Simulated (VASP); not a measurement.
Write the native input for VASP 6.6.1 that does the following.

```
Task                   : single point
Functional             : PBE
Potentials or basis    : VASP PAW PBE potentials, release 64 (Na_pv, F)
Cutoff                 : 600 eV
k mesh                 : 2 × 2 × 2
Occupations            : gaussian, width 0.01 eV
Spin                   : no spin polarisation
Dipole correction      : no
Further INCAR settings : ALGO = Normal; EDIFF = 1e-06; NBANDS = 14
```

The structure of NaF lies in POSCAR:

```
NaF
1.0
    0.0000000000      2.2800000000      2.2800000000
    2.2800000000      0.0000000000      2.2800000000
    2.2800000000      2.2800000000      0.0000000000
Na F
1 1
Direct
    0.0000000000      0.0000000000      0.0000000000
    0.4808573500      0.4585738200      0.5413667700
```

One way to write it, as run:

INCAR

```
SYSTEM = NaF
  ALGO = Normal
  EDIFF = 1E-6
  ENCUT = 600
  GGA = PE
  GGA_COMPAT = .FALSE.
  ISIF = 2
  ISMEAR = 0
  LASPH = .TRUE.
  LCHARG = .TRUE.
  LELF = .TRUE.
  LREAL = .FALSE.
  LVHAR = .TRUE.
  LWAVE = .FALSE.
  NBANDS = 14
  NELM = 120
  PREC = Accurate
  SIGMA = 0.01
```

KPOINTS

```
k-points
0
G
  2 2 2
  0 0 0
```

Potentials or basis: VASP PAW PBE potentials, release 64 (Na_pv, F).

Command:

```sh
$ cat potpaw_PBE.64/Na_pv/POTCAR potpaw_PBE.64/F/POTCAR > POTCAR
$ mpirun -np 1 vasp_std > vasp.out
```

Results of the run:

* Pressure: 7.0 GPa
* Largest force: 0.466 eV/Å
* Band gap on the k mesh: 6.47 eV

Caveat: the k points lie up to 1.19 Å⁻¹ apart.

Wall time 10 s on 1 thread of Intel Xeon 8259CL, with other jobs on the host, peak memory 0.14 GiB.
